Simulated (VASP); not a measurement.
GaN:

```
Ga N
1.0
     3.18000    0.00000    0.00000
    -1.59000    2.75396    0.00000
     0.00000    0.00000    5.16600
Ga N
2 2
Direct
  0.66667 0.33333 0.50000
  0.33333 0.66667 0.00000
  0.66667 0.33333 0.87500
  0.33333 0.66667 0.37500
```

Program: VASP 6.6.1. Alike in all runs: task single point; potentials or basis VASP PAW PBE potentials, release 64 (Ga_d, N); no spin polarisation; cell as given; k mesh 6 × 6 × 3; cutoff (eV) 520; smearing fermi-dirac 0.05 eV.

Problem. Order these runs on this cell by their pressure, lowest first.
A. level r2SCAN-based global hybrid with 15 % exact exchange; share of exact exchange 0.15
B. level PBEsol-based global hybrid with 25 % exact exchange; share of exact exchange 0.25
C. level r2SCAN-based global hybrid with 50 % exact exchange; share of exact exchange 0.5
D. level BHLYP; share of exact exchange 0.5

Solution. C (-5.5 GPa), B (-3.7 GPa), A (-0.2 GPa), D (1.6 GPa).

Caveats: the PAW data sets were made with another functional, which shifts forces and pressure a little; the cell stands under tension (at least some runs).
